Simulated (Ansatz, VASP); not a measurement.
## AlN: VASP beside Ansatz

```xyz
2
Lattice="2.6096 0.0000 0.0000 0.0000 2.6096 0.0000 0.0000 0.0000 2.6200" Properties=species:S:1:pos:R:3 pbc="T T T"
Al    0.0000    0.0000    0.0000
N     1.3048    1.3048    1.3100
```

Change from the starting cell: species swapped into the MnPt type (P4/mmm, No. 123).

Alike in both runs: functional PBE; k mesh 5 × 5 × 4; occupations gaussian, width 0.15 eV; no spin polarisation.

Ansatz relaxed the structure, and its values are those at the end. VASP's run is a single point on that final structure, the one shown.

```csv
,VASP,Ansatz
version,VASP 6.6.1,Ansatz 0.2.0
potentials or method,"VASP PAW PBE potentials, release 64 (Al, N), cutoff 600 eV","scalar-relativistic, plane waves, PAW"
valence electrons in the cell,8,8
```

```tsv
	VASP	Ansatz	Ansatz less VASP
gap on the k mesh at the Fermi level (eV)	none	none	-
pressure (GPa)	-0.2	0.0	+0.24
```

A gap of «none» marks a metal or a gap that the smearing closes. With one functional, cell and mesh, what is left measures potentials, basis and numerics.

The k mesh is coarse, so the values compare programs but aren't converged.
